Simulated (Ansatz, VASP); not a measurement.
**Two plane-wave programs on MgZnTe2**

POSCAR

```
MgZnTe2
1.0
    4.3879369471      0.0000000000      0.0000000000
    0.0000000000      4.3879369471      0.0000000000
    0.0000000000      0.0000000000      6.2779295118
Mg Te Zn
1 2 1
Direct
    0.0000000000      0.0000000000      0.0000000000
    0.0000000000      0.5000000000      0.2649431998
    0.5000000000      0.0000000000      0.7350568002
    0.5000000000      0.5000000000      0.5000000000
```

INCAR.step1

```
SYSTEM = MgZnTe2
ALGO = Normal
EDIFF = 1E-4
ENCUT = 520
GGA = PE
ISMEAR = 0
LASPH = .True.
LCHARG = .False.
LREAL = .False.
LWAVE = .True.
NBANDS = 21
NELM = 60
PREC = Accurate
SIGMA = 0.01
```

Contents of INCAR.step2:

```
SYSTEM = MgZnTe2
ALGO = Normal
EDIFF = 1E-6
ENCUT = 520
ISIF = 2
ISMEAR = 0
ISTART = 1
LASPH = .True.
LCHARG = .False.
LMIXTAU = .True.
LREAL = .False.
LWAVE = .False.
METAGGA = R2SCAN
NBANDS = 21
NELM = 60
PREC = Accurate
SIGMA = 0.01
```

Contents of KPOINTS:

```
k-points
0
Gamma
  6 6 4
  0 0 0
```

Input for Ansatz:

```yaml
crystal:
  lattice:
    - [4.3879369471, 0.0, 0.0]
    - [0.0, 4.3879369471, 0.0]
    - [0.0, 0.0, 6.2779295118]
  atoms:
    - { symbol: Mg, position: [0.0, 0.0, 0.0] }
    - { symbol: Te, position: [0.0, 0.5, 0.2649431998] }
    - { symbol: Zn, position: [0.5, 0.5, 0.5] }
    - { symbol: Te, position: [0.5, 0.0, 0.7350568002] }
kpoints:
  mp_grid: { grid: [6, 6, 4] }
hamiltonian:
  xc: r2scan
scf:
  occupations: { method: fixed }
  n_extra_bands: 5
output:
  forces: true
  stress: true
  eigenvalues: true
```

Alike in both runs: task single point; functional r2SCAN; k mesh 6 × 6 × 4; no spin polarisation.

|  | VASP | Ansatz |
| --- | --- | --- |
| version | VASP 6.6.1 | Ansatz 0.2.0 |
| potentials or method | VASP PAW PBE potentials, release 64 (Mg, Te, Zn) | plane waves, PAW |
| plane-wave cutoff (eV) | 520 | 500 |
| occupations | gaussian, width 0.01 eV | fixed |
| valence electrons in the cell | 26 | 54 |

VASP gave:

| Property | Result |
| --- | --- |
| gap on the k mesh at the Fermi level (eV) | 2.20 |
| pressure (GPa) | 1.3 |
| rms of the force components (eV/Å) | 0.014 |

**Question.** Estimate Ansatz's values.

**Answer.** gap on the k mesh at the Fermi level (eV): 2.21; pressure (GPa): 1.4; rms of the force components (eV/Å): 0.006.

VASP's potentials were made for PBE, not for r2SCAN. VASP's potentials hold 26 valence electrons a cell and Ansatz's 54, so a difference there can come from the potentials and not from the codes.

Spin-orbit coupling is off throughout.
